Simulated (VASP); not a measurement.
Write the native input for VASP 6.6.1 that does the following.

```yaml
Task: single point
Functional: LDA
Potentials_or_basis: VASP PAW LDA potentials, release 64 (W_sv, S)
Cutoff: 520 eV
k_mesh: 10 × 10 × 2
Occupations: fermi-dirac, width 0.05 eV
Spin: no spin polarisation
Dipole_correction: no
Further_INCAR_settings: ALGO = Normal; EDIFF = 1e-06; NBANDS = 20
```

The structure of WS2 lies in POSCAR:

```
WS2
1.0
    3.1621498298      0.0000000000      0.0000000000
   -1.5810749149      2.7385020831      0.0000000000
    0.0000000000      0.0000000000     16.8368121945
W S
1 2
Direct
    0.0000000000      0.0000000000      0.0000000000
    0.3333333333      0.6666666667      0.0920005100
    0.3333333333      0.6666666667      0.9079994900
```

These files were run (other wordings do the same):

INCAR

```
ALGO = Normal
EDIFF = 1E-6
ENCUT = 520
GGA = CA
ISIF = 2
ISMEAR = -1
LASPH = T
LCHARG = F
LREAL = F
LWAVE = F
NBANDS = 20
NELM = 100
PREC = Accurate
SIGMA = 0.05
```

KPOINTS

```
k-points
0
Gamma
  10 10 2
```

Potentials or basis: VASP PAW LDA potentials, release 64 (W_sv, S).

The run is started by

```console
$ cat potpaw_LDA.64/W_sv/POTCAR potpaw_LDA.64/S/POTCAR > POTCAR
$ mpirun -np 1 vasp_std > vasp.out
```

It gave:

| Property | Result |
| --- | --- |
| Largest force | 0.007 eV/Å |
| Band gap on the k mesh | 2.05 eV (least direct gap 2.21 eV) |

Caveat: there is no dipole correction, which matters where the two faces differ; spin-orbit coupling is left out, which moves the levels of the heavy elements.

It took 48 s on 1 thread of Intel(R) Xeon(R) 6975P-C (Granite Rapids), with other jobs on the host, peak memory 0.24 GiB.
